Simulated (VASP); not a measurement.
# LaAlS3 (Pm-3m) in VASP: further runs

LaAlS3 is run at these levels: PBEsol, r2SCAN+rVV10; tasks: single point, relaxation of cell and atoms.

Everything below comes from runs of VASP 6.6.1. Logs are shortened: lines on timing, memory, paths and dates and some standing lists are left out, and cuts for length are marked.

## 1. The cell of the first run

It takes space group Pm-3m (No. 221, cubic). Conventional cell: a = 4.624 Å, b = 4.624 Å, c = 4.624 Å, α = 90.00°, β = 90.00°, γ = 90.00°. La (site symmetry m-3m) has 12 S at 3.27 Å and 8 Al at 4.00 Å within 4.3 Å. Al (site symmetry m-3m) has 6 S at 2.31 Å within 3.1 Å. S (site symmetry 4/mmm) has 2 Al at 2.31 Å within 3.1 Å.

## 2. Single point, PBEsol

File INCAR:

```
SYSTEM = LaAlS3
ALGO = Normal
EDIFF = 1E-6
ENCUT = 520
GGA = PS
ISIF = 2
ISMEAR = -1
LASPH = .TRUE.
LCHARG = .FALSE.
LREAL = .FALSE.
LWAVE = .FALSE.
NBANDS = 24
NELM = 60
PREC = Accurate
SIGMA = 0.03
```

File KPOINTS:

```
k-points
0
G
  4 4 4
  0 0 0
```

File POSCAR:

```
LaAlS3
1.0
    4.6243622456      0.0000000000      0.0000000000
    0.0000000000      4.6243622456      0.0000000000
    0.0000000000      0.0000000000      4.6243622456
La Al S
1 1 3
Direct
    0.0000000000      0.0000000000      0.0000000000
    0.5000000000      0.5000000000      0.5000000000
    0.0000000000      0.5000000000      0.5000000000
    0.5000000000      0.0000000000      0.5000000000
    0.5000000000      0.5000000000      0.0000000000
```

Potentials or basis: VASP PAW PBE potentials, release 64 (La, Al, S).

On the command line:

```sh
> cat potpaw_PBE.64/La/POTCAR potpaw_PBE.64/Al/POTCAR potpaw_PBE.64/S/POTCAR > POTCAR
> mpirun -np 1 vasp_std > vasp.out
```

OUTCAR:

```text
SYSTEM = LaAlS3
   EDIFF = 1E-6
   ENCUT = 520
   GGA = PS
   ISIF = 2
   ISMEAR = -1
   LASPH = .TRUE.
   LREAL = .FALSE.
   NELM = 60
   PREC = Accurate

 ion  position               nearest neighbor table
   1  0.000  0.000  0.000-
   2  0.500  0.500  0.500-   3 2.31   4 2.31   5 2.31   5 2.31   4 2.31   3 2.31
   3  0.000  0.500  0.500-   2 2.31   2 2.31
   4  0.500  0.000  0.500-   2 2.31   2 2.31
   5  0.500  0.500  0.000-   2 2.31   2 2.31

  LATTYP: Found a simple cubic cell.
 ALAT       =     4.6243622456

  Lattice vectors:

 A1 = (   4.6243622456,   0.0000000000,   0.0000000000)
 A2 = (   0.0000000000,   4.6243622456,   0.0000000000)
 A3 = (   0.0000000000,   0.0000000000,   4.6243622456)

Analysis of symmetry for initial positions (statically):
=====================================================================
 Subroutine PRICEL returns:
 Original cell was already a primitive cell.

 Routine SETGRP: Setting up the symmetry group for a
 simple cubic supercell.

 Subroutine GETGRP returns: Found 48 space group operations
 (whereof 48 operations were pure point group operations)
 out of a pool of 48 trial point group operations.

The static configuration has the point symmetry O_h .

Analysis of symmetry for dynamics (positions and initial velocities):
=====================================================================
 Subroutine PRICEL returns:
 Original cell was already a primitive cell.

 Routine SETGRP: Setting up the symmetry group for a
 simple cubic supercell.

 Subroutine GETGRP returns: Found 48 space group operations
 (whereof 48 operations were pure point group operations)
 out of a pool of 48 trial point group operations.

The dynamic configuration has the point symmetry O_h .

 Subroutine INISYM returns: Found 48 space group operations
 (whereof 48 operations are pure point group operations),
 and found     1 'primitive' translations

----------------------------------------------------------------------------------------

                                     Primitive cell

  volume of cell :      98.8907

  direct lattice vectors                    reciprocal lattice vectors
     4.624362246  0.000000000  0.000000000     0.216246035  0.000000000  0.000000000
     0.000000000  4.624362246  0.000000000     0.000000000  0.216246035  0.000000000
     0.000000000  0.000000000  4.624362246     0.000000000  0.000000000  0.216246035

  length of vectors
     4.624362246  4.624362246  4.624362246     0.216246035  0.216246035  0.216246035

  position of ions in fractional coordinates (direct lattice)
     0.000000000  0.000000000  0.000000000
     0.500000000  0.500000000  0.500000000
     0.000000000  0.500000000  0.500000000
     0.500000000  0.000000000  0.500000000
     0.500000000  0.500000000  0.000000000

  ion indices of the primitive-cell ions
   primitive index   ion index
                 1           1
                 2           2
                 3           3
                 4           4
                 5           5

----------------------------------------------------------------------------------------

 KPOINTS: k-points

Automatic generation of k-mesh.
 Grid dimensions read from file:
 generate k-points for:    4    4    4

 Generating k-lattice:

  Cartesian coordinates                     Fractional coordinates (reciprocal lattice)
     0.054061509  0.000000000  0.000000000     0.250000000  0.000000000  0.000000000
     0.000000000  0.054061509  0.000000000     0.000000000  0.250000000  0.000000000
     0.000000000  0.000000000  0.054061509     0.000000000  0.000000000  0.250000000

  Length of vectors
     0.054061509  0.054061509  0.054061509

  Shift w.r.t. Gamma in fractional coordinates (k-lattice)
     0.000000000  0.000000000  0.000000000

 Subroutine IBZKPT returns following result:
 ===========================================

 Found     10 irreducible k-points:

 Following reciprocal coordinates:
            Coordinates               Weight
  0.000000  0.000000  0.000000      1.000000
  0.250000  0.000000  0.000000      6.000000
  0.500000  0.000000  0.000000      3.000000
  0.250000  0.250000  0.000000     12.000000
  0.500000  0.250000  0.000000     12.000000
  0.500000  0.500000  0.000000      3.000000
  0.250000  0.250000  0.250000      8.000000
  0.500000  0.250000  0.250000     12.000000
  0.500000  0.500000  0.250000      6.000000
  0.500000  0.500000  0.500000      1.000000
   k-points           NKPTS =     10   k-points in BZ     NKDIM =     10   number of bands    NBANDS=     24
   number of dos      NEDOS =    301   number of ions     NIONS =      5
   total plane-waves  NPLWV =  46656
   dimension x,y,z NGX =    36 NGY =   36 NGZ =   36
   dimension x,y,z NGXF=    72 NGYF=   72 NGZF=   72
   ions per type =               1   1   3
   NGX,Y,Z   is equivalent  to a cutoff of  12.94, 12.94, 12.94 a.u.
   NGXF,Y,Z  is equivalent  to a cutoff of  25.88, 25.88, 25.88 a.u.
 SYSTEM =  LaAlS3
   PREC   = accura    normal or accurate (medium, high low for compatibility)
   ISTART =      0    job   : 0-new  1-cont  2-samecut
   ICHARG =      2    charge: 1-file 2-atom 10-const
   ISPIN  =      1    spin polarized calculation?
   LNONCOLLINEAR =      F non collinear calculations
   LSORBIT =      F    spin-orbit coupling
   LASPH  =      T    aspherical Exc in radial PAW
   ENCUT  =  520.0 eV  38.22 Ry    6.18 a.u.   8.60  8.60  8.60*2*pi/ulx,y,z
   NELM   =     60;   NELMIN=  2; NELMDL= -5     # of ELM steps
   EDIFF  = 0.1E-05   stopping-criterion for ELM
   LREAL  =      F    real-space projection
   EDIFFG = 0.1E-04   stopping-criterion for IOM
   NSW    =      0    number of steps for IOM
   IBRION =     -1    ionic relax: 0-MD 1-quasi-New 2-CG
   NFREE  =      0    steps in history (QN), initial steepest desc. (CG)
   ISIF   =      2    stress and relaxation
   ISYM   =      2    0-nonsym 1-usesym 2-fastsym
   POTIM  = 0.5000    time-step for ionic-motion
   TEBEG  =    0.0;   TEEND  =   0.0 temperature during run
   PSTRESS=    0.0 pullay stress
   NELECT =      32.0000    total number of electrons
   NUPDOWN=      -1.0000    fix difference up-down
   EMIN   =  10.00;   EMAX   =-10.00  energy-range for DOS
   EFERMI =   0.00;   METHOD = LEGACY
   ISMEAR =    -1;   SIGMA  =   0.03  broadening in eV -4-tet -1-fermi 0-gaus
   EFERMI_NEDOS =   21; number of points for ismear=-14 and -15
   IALGO  =     38    algorithm
   IMIX   =      4    mixing-type and parameters
     AMIX     =   0.40;   BMIX     =  1.00
     AMIX_MAG =   1.60;   BMIX_MAG =  1.00
  volume/ion in A,a.u.               =      19.78       133.47
  Fermi-wavevector in a.u.,A,eV,Ry     =   1.123931  2.123922 17.187163  1.263221
  Thomas-Fermi vector in A             =   2.260600
   LORBIT       =      0    0 simple, 1 ext, 2 COOP (PROOUT), +10 PAW based schemes
   GGA     = PS    functional components
   LHFCALC =     F    Hartree Fock is set to
   AEXX    =    0.0000 exact exchange contribution
   IVDW    =     0    specifies the selected vdW correction
   LEPSILON=     F    determine dielectric tensor
   LRPA    =     F    only Hartree local field effects (RPA)
 non-spin polarized calculation
  energy-cutoff  :      520.00
  volume of cell :       98.89
 maximum number of plane-waves:      2680
 NGX is ok and might be reduce to    36
   NGX = 17   NGY = 17   NGZ = 17

 number of electron      31.9999994 magnetization

 Free energy of the ion-electron system (eV)
  ---------------------------------------------------
  ext. energy  EPLUGINS =         0.00000000
  ---------------------------------------------------
  free energy    TOTEN  =       -29.83987330 eV

  energy without entropy =      -29.83726246  energy(sigma->0) =      -29.83856788

 E-fermi :   7.4423     XC(G=0): -10.4258

 val. band max:        7.4093006028   @ k =   0.5000   0.5000   0.5000
 cond. band min:       8.4980348813   @ k =   0.2500   0.0000   0.0000
 fundamental gap:      1.0887342785
 Fermi energy:         7.4423166401

 k-point     1 :       0.0000    0.0000    0.0000
  band No.  band energies     occupation
      1     -25.5276      2.00000
      2      -9.1376      2.00000
      3      -9.1376      2.00000
      4      -9.1376      2.00000
      5      -6.9285      2.00000
      6      -4.1079      2.00000
[... 16 lines left out ...]
     23       9.3079      0.00000
     24       9.4383      0.00000

 k-point     2 :       0.2500    0.0000    0.0000
  band No.  band energies     occupation
      1     -25.5248      2.00000
      2      -9.3069      2.00000
      3      -9.1268      2.00000
      4      -9.1268      2.00000
      5      -6.5181      2.00000
      6      -4.5070      2.00000
[... 16 lines left out ...]
     23       9.4632      0.00000
     24       9.4842      0.00000

 k-point     3 :       0.5000    0.0000    0.0000
  band No.  band energies     occupation
      1     -25.5220      2.00000
      2      -9.4517      2.00000
      3      -9.1159      2.00000
      4      -9.1159      2.00000
      5      -5.8412      2.00000
      6      -5.2039      2.00000
[... 16 lines left out ...]
     23       9.4911      0.00000
     24       9.6984      0.00000

 k-point     4 :       0.2500    0.2500    0.0000
  band No.  band energies     occupation
      1     -25.5221      2.00000
      2      -9.2987      2.00000
      3      -9.2333      2.00000
      4      -9.1166      2.00000
      5      -6.2110      2.00000
      6      -4.5307      2.00000
[... 16 lines left out ...]
     23       9.4092      0.00000
     24       9.4802      0.00000

 k-point     5 :       0.5000    0.2500    0.0000
  band No.  band energies     occupation
      1     -25.5194      2.00000
      2      -9.3916      2.00000
      3      -9.2257      2.00000
      4      -9.1062      2.00000
      5      -5.7065      2.00000
      6      -5.0284      2.00000
[... 16 lines left out ...]
     23       9.4236      0.00000
     24      10.5617      0.00000

 k-point     6 :       0.5000    0.5000    0.0000
  band No.  band energies     occupation
      1     -25.5168      2.00000
      2      -9.3287      2.00000
      3      -9.3287      2.00000
      4      -9.0965      2.00000
      5      -5.4622      2.00000
      6      -4.8535      2.00000
[... 16 lines left out ...]
     23       9.4054      0.00000
     24      10.1380      0.00000

 k-point     7 :       0.2500    0.2500    0.2500
  band No.  band energies     occupation
      1     -25.5195      2.00000
      2      -9.2833      2.00000
      3      -9.2058      2.00000
      4      -9.2058      2.00000
      5      -5.9687      2.00000
      6      -4.5726      2.00000
[... 16 lines left out ...]
     23       9.5810      0.00000
     24       9.6479      0.00000

 k-point     8 :       0.5000    0.2500    0.2500
  band No.  band energies     occupation
      1     -25.5169      2.00000
      2      -9.3392      2.00000
      3      -9.2169      2.00000
      4      -9.1777      2.00000
      5      -5.5554      2.00000
      6      -4.9910      2.00000
[... 16 lines left out ...]
     23       9.5339      0.00000
     24      10.3154      0.00000

 k-point     9 :       0.5000    0.5000    0.2500
  band No.  band energies     occupation
      1     -25.5144      2.00000
      2      -9.2846      2.00000
      3      -9.2846      2.00000
      4      -9.1687      2.00000
      5      -5.2826      2.00000
      6      -4.9595      2.00000
[... 16 lines left out ...]
     23       9.4474      0.00000
     24      10.2730      0.00000

 k-point    10 :       0.5000    0.5000    0.5000
  band No.  band energies     occupation
      1     -25.5119      2.00000
      2      -9.2388      2.00000
      3      -9.2388      2.00000
      4      -9.2388      2.00000
      5      -5.0663      2.00000
      6      -5.0663      2.00000
[... 16 lines left out ...]
     23       9.6708      0.00000
     24      10.1864      0.00000

------------------------ aborting loop because EDIFF is reached ----------------------------------------

  FORCE on cell =-STRESS in cart. coord.  units (eV):
  Direction    XX          YY          ZZ          XY          YZ          ZX
  --------------------------------------------------------------------------------------
  -------------------------------------------------------------------------------------
  Total       -0.0477717     -0.0477717     -0.0477717      0.0000000      0.0000000     -0.0000000
  in kB       -0.7739726     -0.7739726     -0.7739726      0.0000000      0.0000000     -0.0000000
  external PRESSURE =      -0.7739726 kB  Pullay stress =       0.0000000 kB

 VOLUME and BASIS-vectors are now :
 -----------------------------------------------------------------------------
  energy-cutoff  :      520.00
  volume of cell :       98.89
      direct lattice vectors                 reciprocal lattice vectors
     4.624362246  0.000000000  0.000000000     0.216246035  0.000000000  0.000000000
     0.000000000  4.624362246  0.000000000     0.000000000  0.216246035  0.000000000
     0.000000000  0.000000000  4.624362246     0.000000000  0.000000000  0.216246035

 POSITION                                       TOTAL-FORCE (eV/Angst)
 -----------------------------------------------------------------------------------
      0.00000      0.00000      0.00000         0.000000      0.000000      0.000000
      2.31218      2.31218      2.31218         0.000000      0.000000      0.000000
      0.00000      2.31218      2.31218         0.000000      0.000000      0.000000
      2.31218      0.00000      2.31218         0.000000      0.000000      0.000000
      2.31218      2.31218      0.00000         0.000000      0.000000      0.000000
 -----------------------------------------------------------------------------------
    total drift:                                0.000000      0.000000      0.000000

  FREE ENERGIE OF THE ION-ELECTRON SYSTEM (eV)
  ---------------------------------------------------
  free  energy   TOTEN  =       -29.8398733030 eV

  energy  without entropy=      -29.8372624610  energy(sigma->0) =      -29.83856788
```

Run time: 13 s. Hardware: 1 thread of Intel Xeon 6975P-C (Granite Rapids), shared host; peak memory 0.21 GiB.

Results:

* Free energy: -29.8399 eV
* Pressure: -0.1 GPa
* Band gap on the k mesh: zero (band 16 reaches 7.41 eV, above the bottom of band 17 at 7.26 eV)

Caveat: the PAW data sets were made with another functional, which shifts forces and pressure a little; spin-orbit coupling is left out, which moves the levels of the heavy elements.

(Part 1 of 2 ends here.)
